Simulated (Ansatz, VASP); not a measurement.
## Hg: VASP beside Ansatz

The input INCAR:

```
PREC = Accurate
ENCUT = 520
EDIFF = 1E-6
ISMEAR = -1
SIGMA = 0.1
LREAL = F
LASPH = T
NELM = 100
ALGO = Normal
ISIF = 2
LWAVE = F
LCHARG = F
NBANDS = 12
```

Contents of KPOINTS:

```
regular mesh
0
Gamma
  15 15 15
```

POSCAR

```
Hg
1.0
   -1.4296801974      1.4296801974      1.4296801974
    1.4296801974     -1.4296801974      1.4296801974
    1.4296801974      1.4296801974     -1.4296801974
Hg
1
Direct
    0.0000000000      0.0000000000      0.0000000000
```

Input for Ansatz:

```yaml
crystal:
  lattice:
    - [-1.4296801974, 1.4296801974, 1.4296801974]
    - [1.4296801974, -1.4296801974, 1.4296801974]
    - [1.4296801974, 1.4296801974, -1.4296801974]
  atoms:
    - { symbol: Hg, position: [0.0, 0.0, 0.0] }
kpoints:
  mp_grid: { grid: [15, 15, 15] }
scf:
  occupations: { method: fermi_dirac, width: 0.1 }
hamiltonian:
  xc: lda
  pseudopotentials: { kind: paw }
output:
  forces: true
  stress: true
  eigenvalues: true
  populations: true
  write_density: true
  write_potential: true
  elf: true
  volumetric_format: npy
```

Change from the starting cell: volume scaled by 0.52, PAW files.

Alike in both runs: task single point; functional LDA; k mesh 15 × 15 × 15; occupations fermi-dirac, width 0.1 eV; no spin polarisation.

|  | VASP | Ansatz |
| --- | --- | --- |
| version | VASP 6.6.1 | Ansatz 0.2.0 |
| potentials or method | VASP PAW LDA potentials, release 64 (Hg) | PAW with Ansatz's default frozen-core files, scalar-relativistic |
| plane-wave cutoff (eV) | 520 | 420 |
| valence electrons in the cell | 12 | 20 |

```csv
,VASP,Ansatz,Ansatz less VASP
pressure (GPa),279.8,260.8,-19.02
```

LDA's correlation is that of Perdew and Zunger in VASP and of Perdew and Wang (1992) in Ansatz. Both programs put the cell under a high pressure, so it lies far from rest at this level. VASP's potentials hold 12 valence electrons a cell and Ansatz's 20, so a difference there can come from the potentials and not from the codes.

Neither program's run includes spin-orbit coupling. Noted on VASP's run: the cell as given lies far from equilibrium.
